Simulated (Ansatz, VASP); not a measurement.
Two plane-wave programs on TePb

```xyz
2
Lattice="0.0000 3.2709 3.2709 3.2709 0.0000 3.2709 3.2709 3.2709 0.0000" Properties=species:S:1:pos:R:3 pbc="T T T"
Te    0.0000    0.0000    0.0000
Pb    3.2709    3.2709    3.2709
```

Alike in both runs: task single point; functional LDA; k mesh 4 × 4 × 4; occupations methfessel-paxton of order 1, width 0.047 eV; no spin polarisation.

|  | VASP | Ansatz |
| --- | --- | --- |
| version | VASP 6.6.1 | Ansatz 0.2.0 |
| potentials or method | VASP PAW LDA potentials, release 64 (Te, Pb_d), cutoff 500 eV | scalar-relativistic, plane waves, PAW |
| valence electrons in the cell | 20 | 30 |

```csv
,VASP,Ansatz,Ansatz less VASP
gap on the k mesh at the Fermi level (eV),0.71,0.72,+0.013
least direct gap on the mesh (eV),0.71,0.72,+0.013
pressure (GPa),-3.0,-3.1,-0.06
```

LDA's correlation is that of Perdew and Zunger in VASP and of Perdew and Wang (1992) in Ansatz. VASP's potentials hold 20 valence electrons a cell and Ansatz's 30, so a difference there can come from the potentials and not from the codes.

Neither program's run includes spin-orbit coupling.
